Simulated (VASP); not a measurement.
A run of VASP 6.6.1:

Contents of INCAR:

```
SYSTEM = W
PREC = Accurate ; ENCUT = 500
EDIFF = 1E-6 ; ISMEAR = -1
SIGMA = 0.1 ; LREAL = .False.
LASPH = .True. ; NELM = 120
ALGO = Normal ; ISIF = 2
LWAVE = .False. ; LCHARG = .True.
GGA = PS ; LELF = .True.
LVHAR = .True. ; NBANDS = 13
GGA_COMPAT = .False.
```

The input KPOINTS:

```
regular mesh
0
Gamma
  16 16 16
  0 0 0
```

POSCAR

```
W
1.0
    2.4147839978      0.0000000000      0.0000000000
    0.0000000000      2.4147839978      0.0000000000
    0.0000000000      0.0000000000      2.4147839978
W
1
Direct
    0.0000000000      0.0000000000      0.0000000000
```

Potentials or basis: VASP PAW PBE potentials, release 64 (W_sv).

The run is started by

```bash
$ cat potpaw_PBE.64/W_sv/POTCAR > POTCAR
$ mpirun -np 1 vasp_std > vasp.out
```

Hardware: 1 thread of AMD EPYC 9R45 96-Core Processor (Zen 5), on a shared host.

Problem. Estimate the wall time of this run.

Solution. Wall time 9.9 s on 1 thread of AMD EPYC 9R45 96-Core Processor (Zen 5), with other jobs on the host, peak memory 0.11 GiB. Counts: scf iterations 11, k points 165.
